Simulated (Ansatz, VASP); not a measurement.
# One calculation of NiO2, two programs

File INCAR:

```
PREC = Accurate
ENCUT = 520
EDIFF = 1E-7
ISMEAR = 0
SIGMA = 0.05
LREAL = False
LASPH = True
NELM = 80
ALGO = Normal
ISIF = 2
LWAVE = False
LCHARG = False
GGA = PS
NBANDS = 18
```

File KPOINTS:

```
Automatic mesh
0
Gamma
  12 12 6
```

POSCAR

```
NiO2
1.0
    2.7478231521      0.0000000000      0.0000000000
   -1.3739115761      2.3796846548      0.0000000000
    0.0000000000      0.0000000000      5.1043562873
Ni O
1 2
Direct
    0.0000000000      0.0000000000      0.5000000000
    0.6666666667      0.3333333333      0.6876599244
    0.3333333333      0.6666666667      0.3123400756
```

Input for Ansatz:

```yaml
crystal:
  lattice:
    - [2.7478231521, 0.0, 0.0]
    - [-1.3739115761, 2.3796846548, 0.0]
    - [0.0, 0.0, 5.1043562873]
  atoms:
    - { symbol: Ni, position: [0.0, 0.0, 0.5] }
    - { symbol: O, position: [0.6666666667, 0.3333333333, 0.6876599244] }
    - { symbol: O, position: [0.3333333333, 0.6666666667, 0.3123400756] }
basis:
  ecutwfc: 520.0
kpoints:
  mp_grid: { grid: [12, 12, 6] }
hamiltonian:
  xc: pbesol
scf:
  occupations: { method: gaussian, width: 0.05 }
output:
  forces: true
  stress: true
  eigenvalues: true
```

Alike in both runs: task single point; functional PBEsol; k mesh 12 × 12 × 6; occupations gaussian, width 0.05 eV; no spin polarisation.

```csv
,VASP,Ansatz
version,VASP 6.6.1,Ansatz 0.2.0
potentials or method,"VASP PAW PBE potentials, release 64 (Ni, O), cutoff 520 eV","scalar-relativistic, plane waves, PAW"
valence electrons in the cell,22,30
```

Ansatz gave:

```
gap on the k mesh at the Fermi level (eV)                     : 1.15
least direct gap on the mesh (eV)                             : 1.35
pressure (GPa)                                                : 2.2
traceless stress, the component that is largest in VASP (GPa) : -3.64
rms of the force components (eV/Å)                            : 0.072
```

Problem. Estimate VASP's values.

Solution. gap on the k mesh at the Fermi level (eV): 1.12; least direct gap on the mesh (eV): 1.33; pressure (GPa): 3.0; traceless stress, the component that is largest in VASP (GPa): -3.87; rms of the force components (eV/Å): 0.036.

VASP's potentials were made for PBE, not for PBEsol. Atom by atom the forces differ by 0.036 eV/Å (rms over components). The functional is the same, so the differences come from potentials, cutoffs and numerics. VASP's potentials hold 22 valence electrons a cell and Ansatz's 30, so a difference there can come from the potentials and not from the codes.
